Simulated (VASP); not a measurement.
## AsHF: single point with PBE

The system is AsHF.

```
CELL_PARAMETERS angstrom
4.06017 0.00000 0.00000
0.00000 4.06017 0.00000
0.00000 0.00000 3.17136
ATOMIC_POSITIONS crystal
H 0.50000 0.50000 0.50000
As 0.50000 0.50000 0.00000
F 0.00000 0.00000 0.50000
```

The cell was generated, and may not be a known phase.

* Program: VASP 6.6.1
* Task: single point
* Functional: PBE
* Potentials or basis: VASP PAW PBE potentials, release 64 (H, As, F)
* Cutoff: 600 eV
* k mesh: 4 × 4 × 6
* Occupations: gaussian, width 0.1 eV
* Spin: no spin polarisation
* Dipole correction: no
* Further INCAR settings: ALGO = Normal; EDIFF = 1e-06; NBANDS = 14

```yaml
Pressure: -3.1 GPa
Band_gap_on_the_k_mesh: zero (an odd number of electrons rules out a gap without spin polarisation)
```

Stress tensor (GPa, compression positive):
```
-11.58   0.00   0.00
  0.00 -11.58   0.00
  0.00   0.00  13.98
```

Levels at points of the mesh, in eV from the Fermi level:
```tsv
k point	band 3	band 4	band 5	band 6	band 7	band 8	band 9	band 10
(0.00, 0.00, 0.00)	-2.24	-2.24	-1.25	0.47	0.47	1.72	1.77	6.95
(0.50, 0.00, 0.00)	-1.91	-1.84	-1.82	-1.18	-0.02	1.76	2.13	8.24
(0.50, 0.50, 0.00)	-3.20	-3.20	-1.17	0.03	0.03	1.88	2.44	7.73
(0.00, 0.00, 0.50)	-8.35	-1.95	-1.71	-1.71	1.10	1.10	9.19	9.19
(0.50, 0.00, 0.50)	-8.35	-2.57	-1.69	-1.66	0.45	1.29	6.09	8.90
(0.50, 0.50, 0.50)	-8.22	-2.07	-1.97	-1.97	-0.22	-0.22	7.23	7.23
```

It took 17 s on 1 thread of Oxide Virtual Turin-like Processor, on a shared host, peak memory 0.15 GiB.

Caveat: the k points lie up to 0.39 Å⁻¹ apart, too coarse for converged energies and pressures of a metal; an odd number of electrons without spin polarisation forces a metal; a magnetic or distorted state may lie lower.
